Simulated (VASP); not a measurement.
# LiW3N3 in VASP: notebook

The runs below take LiW3N3 through single point, with PBE.

All numbers are computed with VASP 6.6.1; they aren't measurements. Logs are shortened: lines on timing, memory, paths and dates and some standing lists are left out, and cuts for length are marked.

## Step 1: The cell of the first run

Symmetry: Pm-3m, No. 221, cubic system. Conventional cell: a = 4.873 Å, b = 4.873 Å, c = 4.873 Å, α = 90.00°, β = 90.00°, γ = 90.00°. Li (site symmetry m-3m) has 6 N at 2.44 Å within 3.2 Å. W (site symmetry 4/mmm) has 4 N at 2.44 Å within 3.2 Å. Within 3.2 Å of N (site symmetry 4/mmm) lie 2 Li at 2.44 Å and 4 W at 2.44 Å.

The cell was generated, and may not be a known phase.

## Step 2: Single point, PBE, collinear spin

INCAR

```
SYSTEM = LiW3N3
PREC     = Accurate       ! precision mode
ENCUT    = 520            ! plane-wave cutoff, eV
EDIFF    = 1E-7           ! SCF threshold, eV
ISMEAR   = 0              ! smearing method
SIGMA    = 0.1            ! smearing width, eV
LREAL    = .FALSE.        ! projectors in reciprocal space
LASPH    = .TRUE.         ! aspherical terms in the spheres
NELM     = 150            ! most SCF steps
ALGO     = Normal         ! electronic algorithm
ISIF     = 2              ! what is computed and relaxed
LWAVE    = .FALSE.        ! write WAVECAR
LCHARG   = .TRUE.         ! write CHGCAR
ISPIN    = 2              ! spin polarisation
MAGMOM   = 0 0.15 0.15 0.15 -0.03 -0.03 -0.03 ! initial moments
LORBIT   = 11             ! projections on sites
LMAXMIX  = 4              ! l up to which the mixer works
GGA      = PE             ! functional
LELF     = .TRUE.         ! ELF
LVHAR    = .TRUE.       
NBANDS   = 43             ! bands
```

KPOINTS

```
Automatic mesh
0
G
  4 4 4
  0 0 0
```

POSCAR

```
LiW3N3
1.0
    4.8731497300      0.0000000000      0.0000000000
    0.0000000000      4.8731497300      0.0000000000
    0.0000000000      0.0000000000      4.8731497300
Li W N
1 3 3
Direct
    0.0000000000      0.0000000000      0.0000000000
    0.0000000000      0.5000000000      0.5000000000
    0.5000000000      0.0000000000      0.5000000000
    0.5000000000      0.5000000000      0.0000000000
    0.5000000000      0.0000000000      0.0000000000
    0.0000000000      0.5000000000      0.0000000000
    0.0000000000      0.0000000000      0.5000000000
```

Potentials or basis: VASP PAW PBE potentials, release 64 (Li_sv, W_sv, N).

Launch:

```bash
$ cat potpaw_PBE.64/Li_sv/POTCAR potpaw_PBE.64/W_sv/POTCAR potpaw_PBE.64/N/POTCAR > POTCAR
$ mpirun -np 1 vasp_std > vasp.out
```

OUTCAR:

```text
SYSTEM = LiW3N3
   PREC = Accurate
   ENCUT = 520
   EDIFF = 1E-7
   ISMEAR = 0
   LREAL = .FALSE.
   LASPH = .TRUE.
   NELM = 150
   ISIF = 2
   ISPIN = 2
   LORBIT = 11
   GGA = PE

 ion  position               nearest neighbor table
   1  0.000  0.000  0.000-
   2  0.000  0.500  0.500-   6 2.44   7 2.44   6 2.44   7 2.44   4 3.45   3 3.45   3 3.45   4 3.45
                             3 3.45   4 3.45   4 3.45   3 3.45
   3  0.500  0.000  0.500-   5 2.44   7 2.44   5 2.44   7 2.44   4 3.45   2 3.45   2 3.45   4 3.45
                             4 3.45   2 3.45   4 3.45   2 3.45
   4  0.500  0.500  0.000-   5 2.44   6 2.44   5 2.44   6 2.44   2 3.45   3 3.45   3 3.45   2 3.45
                             3 3.45   2 3.45   3 3.45   2 3.45
   5  0.500  0.000  0.000-   3 2.44   4 2.44   3 2.44   4 2.44
   6  0.000  0.500  0.000-   2 2.44   4 2.44   2 2.44   4 2.44
   7  0.000  0.000  0.500-   2 2.44   3 2.44   2 2.44   3 2.44

  LATTYP: Found a simple cubic cell.
 ALAT       =     4.8731497300

  Lattice vectors:

 A1 = (   4.8731497300,   0.0000000000,   0.0000000000)
 A2 = (   0.0000000000,   4.8731497300,   0.0000000000)
 A3 = (   0.0000000000,   0.0000000000,   4.8731497300)

Analysis of symmetry for initial positions (statically):
=====================================================================
 Subroutine PRICEL returns:
 Original cell was already a primitive cell.

 Routine SETGRP: Setting up the symmetry group for a
 simple cubic supercell.

 Subroutine GETGRP returns: Found 48 space group operations
 (whereof 48 operations were pure point group operations)
 out of a pool of 48 trial point group operations.

The static configuration has the point symmetry O_h .

Analysis of symmetry for dynamics (positions and initial velocities):
=====================================================================
 Subroutine PRICEL returns:
 Original cell was already a primitive cell.

 Routine SETGRP: Setting up the symmetry group for a
 simple cubic supercell.

 Subroutine GETGRP returns: Found 48 space group operations
 (whereof 48 operations were pure point group operations)
 out of a pool of 48 trial point group operations.

The dynamic configuration has the point symmetry O_h .

Analysis of structural, dynamic, and magnetic symmetry:
=====================================================================
 Subroutine PRICEL returns:
 Original cell was already a primitive cell.

 Routine SETGRP: Setting up the symmetry group for a
 simple cubic supercell.

[... 139 lines left out ...]
 number of electron      59.9999999 magnetization       0.0005597

 Free energy of the ion-electron system (eV)
  ---------------------------------------------------
  ext. energy  EPLUGINS =         0.00000000
  ---------------------------------------------------
  free energy    TOTEN  =       -58.74084662 eV

  energy without entropy =      -58.70251064  energy(sigma->0) =      -58.72167863

 E-fermi :   4.9379     XC(G=0): -10.7388

 val. band max:        4.8562036031   @ k =   0.5000   0.2500   0.0000
 cond. band min:       4.9398532686   @ k =   0.2500   0.2500   0.0000
 fundamental gap:      0.0836496656
 Fermi energy:         4.9378587747

 spin component 1

 k-point     1 :       0.0000    0.0000    0.0000
  band No.  band energies     occupation
      1     -70.4519      1.00000
      2     -70.4456      1.00000
      3     -70.4456      1.00000
      4     -40.4613      1.00000
      5     -34.5850      1.00000
      6     -34.5850      1.00000
[... 439 lines left out ...]
     41       9.6209      0.00000
     42       9.6727      0.00000
 Fermi energy:         4.9378587747

 spin component 2

 k-point     1 :       0.0000    0.0000    0.0000
  band No.  band energies     occupation
      1     -70.4518      1.00000
      2     -70.4455      1.00000
      3     -70.4455      1.00000
      4     -40.4613      1.00000
      5     -34.5849      1.00000
      6     -34.5849      1.00000
[... 439 lines left out ...]
     41       9.6209      0.00000
     42       9.6728      0.00000
 [bands above 42 left out]

------------------------ aborting loop because EDIFF is reached ----------------------------------------

  FORCE on cell =-STRESS in cart. coord.  units (eV):
  Direction    XX          YY          ZZ          XY          YZ          ZX
  --------------------------------------------------------------------------------------
  -------------------------------------------------------------------------------------
  Total      -37.7065365    -37.7065365    -37.7065365      0.0000000      0.0000000     -0.0000000
  in kB     -522.0330008   -522.0330008   -522.0330008      0.0000000      0.0000000     -0.0000000
  external PRESSURE =    -522.0330008 kB  Pullay stress =       0.0000000 kB

 VOLUME and BASIS-vectors are now :
 -----------------------------------------------------------------------------
  energy-cutoff  :      520.00
  volume of cell :      115.73
      direct lattice vectors                 reciprocal lattice vectors
     4.873149730  0.000000000  0.000000000     0.205206090  0.000000000  0.000000000
     0.000000000  4.873149730  0.000000000     0.000000000  0.205206090  0.000000000
     0.000000000  0.000000000  4.873149730     0.000000000  0.000000000  0.205206090

 POSITION                                       TOTAL-FORCE (eV/Angst)
 -----------------------------------------------------------------------------------
      0.00000      0.00000      0.00000         0.000000      0.000000      0.000000
      0.00000      2.43657      2.43657         0.000000      0.000000      0.000000
      2.43657      0.00000      2.43657         0.000000      0.000000      0.000000
      2.43657      2.43657      0.00000         0.000000      0.000000      0.000000
      2.43657      0.00000      0.00000         0.000000      0.000000      0.000000
      0.00000      2.43657      0.00000         0.000000      0.000000      0.000000
      0.00000      0.00000      2.43657         0.000000      0.000000      0.000000
 -----------------------------------------------------------------------------------
    total drift:                                0.000000      0.000000      0.000000

  FREE ENERGIE OF THE ION-ELECTRON SYSTEM (eV)
  ---------------------------------------------------
  free  energy   TOTEN  =       -58.7408466236 eV

  energy  without entropy=      -58.7025106440  energy(sigma->0) =      -58.72167863

 total charge

# of ion       s       p       d       tot
------------------------------------------
    1        2.004   0.033   0.000   2.037
    2        2.258   6.126   2.960  11.344
    3        2.258   6.126   2.960  11.344
    4        2.258   6.126   2.960  11.344
    5        1.247   2.231   0.000   3.477
    6        1.247   2.231   0.000   3.477
    7        1.247   2.231   0.000   3.477
--------------------------------------------------
tot         12.519  25.102   8.881  46.502

 magnetization (x)

# of ion       s       p       d       tot
------------------------------------------
    1        0.000  -0.000   0.000  -0.000
    2        0.000   0.000   0.000   0.000
    3        0.000   0.000   0.000   0.000
    4        0.000   0.000   0.000   0.000
    5       -0.000  -0.000   0.000  -0.000
    6       -0.000  -0.000   0.000  -0.000
    7       -0.000  -0.000   0.000  -0.000
--------------------------------------------------
tot          0.000  -0.000   0.001   0.001
```

OSZICAR:

```text
N       E                     dE             d eps       ncg     rms          rms(c)
DAV:   1     0.656745247566E+03    0.65675E+03   -0.32576E+04  1720   0.144E+03
[... 17 lines left out ...]
DAV:  19    -0.587408606530E+02    0.35428E-04   -0.16605E-04  1817   0.522E-02    0.194E-02
DAV:  20    -0.587408641036E+02   -0.34506E-05   -0.93858E-06  2013   0.126E-02    0.160E-02
DAV:  21    -0.587408500363E+02    0.14067E-04   -0.28313E-04  1995   0.648E-02    0.921E-03
DAV:  22    -0.587408496661E+02    0.37023E-06   -0.10017E-05  1838   0.152E-02    0.679E-03
DAV:  23    -0.587408466160E+02    0.30501E-05   -0.16802E-05  1977   0.157E-02    0.993E-04
DAV:  24    -0.587408466142E+02    0.17708E-08   -0.11865E-06  1807   0.473E-03    0.601E-04
DAV:  25    -0.587408466236E+02   -0.93924E-08   -0.87203E-08   920   0.152E-03
   1 F= -.58740847E+02 E0= -.58721679E+02  d E =-.383360E-01  mag=     0.0003
```

Run time: 62 s. Hardware: 1 thread of Intel Xeon 6975P-C (Granite Rapids), shared host; peak memory 0.28 GiB.

What came out:

```
Free energy                                           : -58.7408 eV
Band gap on the k mesh                                : zero (filled and empty bands overlap)
Net moment                                            : 0.00 μB per cell
Valence electrons inside the program's atomic spheres : Li 2.04; W 11.34; N 3.48
```

Caveat: the cutoff is under 1.25 times the usual one of these potentials, so pressure, stress and relaxed cells hold a basis-set (Pulay) error; spin-orbit coupling is left out, which moves the levels of the heavy elements.

## Step 3: Single point, PBE

This run uses another cell than the first one, of 10.38 Å³/atom.

INCAR

```
SYSTEM = LiW3N3
PREC     = Accurate       ! precision mode
ENCUT    = 520            ! plane-wave cutoff, eV
EDIFF    = 1E-6           ! SCF threshold, eV
ISMEAR   = 0              ! smearing method
SIGMA    = 0.2            ! smearing width, eV
LREAL    = .FALSE.        ! projectors in reciprocal space
LASPH    = .TRUE.         ! aspherical terms in the spheres
NELM     = 80             ! most SCF steps
ALGO     = Normal         ! electronic algorithm
ISIF     = 2              ! what is computed and relaxed
LWAVE    = .FALSE.        ! write WAVECAR
LCHARG   = .TRUE.         ! write CHGCAR
GGA      = PE             ! functional
LELF     = .TRUE.         ! ELF
LVHAR    = .TRUE.       
NBANDS   = 39             ! bands
```

KPOINTS

```
Automatic mesh
0
G
  6 6 6
  0 0 0
```

POSCAR

```
LiW3N3
1.0
    4.1731797037      0.0000246179      0.0000133404
    0.0000247565      4.1731757493      0.0000073180
    0.0000131739      0.0000070919      4.1731365296
Li W N
1 3 3
Direct
    0.0000028250      1.0000070300      1.0000087949
    0.0000069513      0.4999994118      0.5000003634
    0.4999950638      0.0000033188      0.5000017242
    0.4999980434      0.4999954469     -0.0000345787
    0.5000021067      1.0000024375      1.0000138463
   -0.0000019967      0.4999985746      0.0000148629
   -0.0000029937     -0.0000062196      0.4999949870
```

Potentials or basis: VASP PAW PBE potentials, release 64 (Li_sv, W_sv, N).

Launch:

```bash
$ cat potpaw_PBE.64/Li_sv/POTCAR potpaw_PBE.64/W_sv/POTCAR potpaw_PBE.64/N/POTCAR > POTCAR
$ mpirun -np 1 vasp_std > vasp.out
```

OUTCAR:

```text
SYSTEM = LiW3N3
   PREC = Accurate
   ENCUT = 520
   EDIFF = 1E-6
   ISMEAR = 0
   LREAL = .FALSE.
   LASPH = .TRUE.
   NELM = 80
   ISIF = 2
   GGA = PE

 ion  position               nearest neighbor table
   1  0.000  0.000  0.000-   7 2.09   6 2.09   5 2.09   5 2.09   6 2.09   7 2.09   2 2.95   3 2.95
                             4 2.95   4 2.95   3 2.95   2 2.95   3 2.95   2 2.95   4 2.95   2 2.95
   2  0.000  0.500  0.500-   6 2.09   7 2.09   7 2.09   6 2.09   4 2.95   4 2.95   3 2.95   1 2.95
                             1 2.95   1 2.95   3 2.95   3 2.95   1 2.95   3 2.95   4 2.95   4 2.95
   3  0.500  0.000  0.500-   5 2.09   7 2.09   7 2.09   5 2.09   4 2.95   4 2.95   2 2.95   1 2.95
                             1 2.95   1 2.95   2 2.95   2 2.95   1 2.95   2 2.95   4 2.95   4 2.95
   4  0.500  0.500  1.000-   5 2.09   6 2.09   6 2.09   5 2.09   3 2.95   2 2.95   3 2.95   2 2.95
                             1 2.95   1 2.95   1 2.95   2 2.95   3 2.95   1 2.95   3 2.95   2 2.95
   5  0.500  0.000  0.000-   3 2.09   4 2.09   1 2.09   1 2.09   4 2.09   3 2.09
   6  1.000  0.500  0.000-   2 2.09   1 2.09   4 2.09   4 2.09   1 2.09   2 2.09
   7  1.000  1.000  0.500-   1 2.09   2 2.09   3 2.09   3 2.09   2 2.09   1 2.09

  LATTYP: Found a simple cubic cell.
 ALAT       =     4.1731365296

  Lattice vectors:
[... 198 lines left out ...]
      1     -64.4141      2.00000
      2     -64.3447      2.00000
      3     -64.3447      2.00000
      4     -35.3450      2.00000
      5     -28.9530      2.00000
      6     -28.9530      2.00000
[... 997 lines left out ...]
     38      14.9732      0.00000
     39      15.1630      0.00000

 [... further k-points ...]

------------------------ aborting loop because EDIFF is reached ----------------------------------------

  FORCE on cell =-STRESS in cart. coord.  units (eV):
  Direction    XX          YY          ZZ          XY          YZ          ZX
  --------------------------------------------------------------------------------------
  -------------------------------------------------------------------------------------
  Total        0.4486789      0.4486781      0.4515736     -0.0008909     -0.0003812     -0.0003798
  in kB        9.8912204      9.8912017      9.9550355     -0.0196407     -0.0084047     -0.0083717
  external PRESSURE =       9.9124859 kB  Pullay stress =       0.0000000 kB

 VOLUME and BASIS-vectors are now :
 -----------------------------------------------------------------------------
  energy-cutoff  :      520.00
  volume of cell :       72.68
      direct lattice vectors                 reciprocal lattice vectors
     4.173179704  0.000024618  0.000013340     0.239625435 -0.000001422 -0.000000756
     0.000024756  4.173175749  0.000007318    -0.000001414  0.239625662 -0.000000407
     0.000013174  0.000007092  4.173136530    -0.000000766 -0.000000420  0.239627914

 POSITION                                       TOTAL-FORCE (eV/Angst)
 -----------------------------------------------------------------------------------
      0.00001      0.00003      0.00004        -0.000159     -0.000159     -0.000122
      0.00005      2.08659      2.08657        -0.000134      0.000068      0.000409
      2.08658      0.00003      2.08658         0.000068     -0.000134      0.000409
      2.08661      2.08659      4.17300         0.000216      0.000216      0.000695
      2.08660      0.00002      0.00006         0.000040     -0.000152     -0.000800
      4.17318      2.08661      0.00008        -0.000152      0.000040     -0.000800
      4.17320      4.17318      2.08657         0.000121      0.000121      0.000208
 -----------------------------------------------------------------------------------
    total drift:                               -0.006294      0.006551      0.000037

  FREE ENERGIE OF THE ION-ELECTRON SYSTEM (eV)
  ---------------------------------------------------
  free  energy   TOTEN  =       -69.6196284862 eV

  energy  without entropy=      -69.5817505673  energy(sigma->0) =      -69.60068953
```

OSZICAR:

```text
N       E                     dE             d eps       ncg     rms          rms(c)
DAV:   1     0.724054481510E+03    0.72405E+03   -0.33593E+04  5312   0.176E+03
DAV:   2    -0.239074545988E+02   -0.74796E+03   -0.72389E+03  5577   0.543E+02
DAV:   3    -0.780054634664E+02   -0.54098E+02   -0.52374E+02  6333   0.140E+02
DAV:   4    -0.801882315306E+02   -0.21828E+01   -0.21684E+01  8692   0.248E+01
DAV:   5    -0.802364903386E+02   -0.48259E-01   -0.48213E-01  6703   0.296E+00    0.513E+01
DAV:   6    -0.700977719189E+02    0.10139E+02   -0.50493E+01  6498   0.378E+01    0.161E+01
DAV:   7    -0.697222846707E+02    0.37549E+00   -0.30643E+00  6205   0.870E+00    0.102E+01
DAV:   8    -0.696243128718E+02    0.97972E-01   -0.54357E-01  6457   0.420E+00    0.947E-01
DAV:   9    -0.696202498994E+02    0.40630E-02   -0.48893E-02  6878   0.108E+00    0.431E-01
DAV:  10    -0.696196053897E+02    0.64451E-03   -0.31885E-03  6687   0.418E-01    0.803E-02
DAV:  11    -0.696196308791E+02   -0.25489E-04   -0.25624E-04  6961   0.125E-01    0.346E-02
DAV:  12    -0.696196296485E+02    0.12306E-05   -0.36512E-05  6421   0.592E-02    0.195E-02
DAV:  13    -0.696196286101E+02    0.10384E-05   -0.13451E-05  6869   0.238E-02    0.461E-03
DAV:  14    -0.696196284862E+02    0.12385E-06   -0.10298E-06  3643   0.620E-03
   1 F= -.69619628E+02 E0= -.69600690E+02  d E =-.378779E-01
```

stdout:

```text
POSCAR found type information on POSCAR LiW N
 POSCAR found :  3 types and       7 ions
 scaLAPACK will be used
 LDA part: xc-table for (Slater+PW92), standard interpolation
 POSCAR, INCAR and KPOINTS ok, starting setup
 FFT: planning ... GRIDC
 FFT: planning ... GRID_SOFT
 FFT: planning ... GRID
 WAVECAR not read
 entering main loop
```

Wall time 55 s (1 thread of Intel Xeon 6975P-C (Granite Rapids), shared host); peak memory 0.28 GiB.

Results:

| Item | Value |
| --- | --- |
| Free energy | -69.6196 eV |
| Band gap on the k mesh | zero (bands 30 and 31 overlap by 3.05 eV) |

Caveat: the cutoff is under 1.25 times the usual one of these potentials, so pressure, stress and relaxed cells hold a basis-set (Pulay) error; spin-orbit coupling is left out, which moves the levels of the heavy elements.

The gap in the log of VASP goes by the Fermi energy; the results here count the filled bands.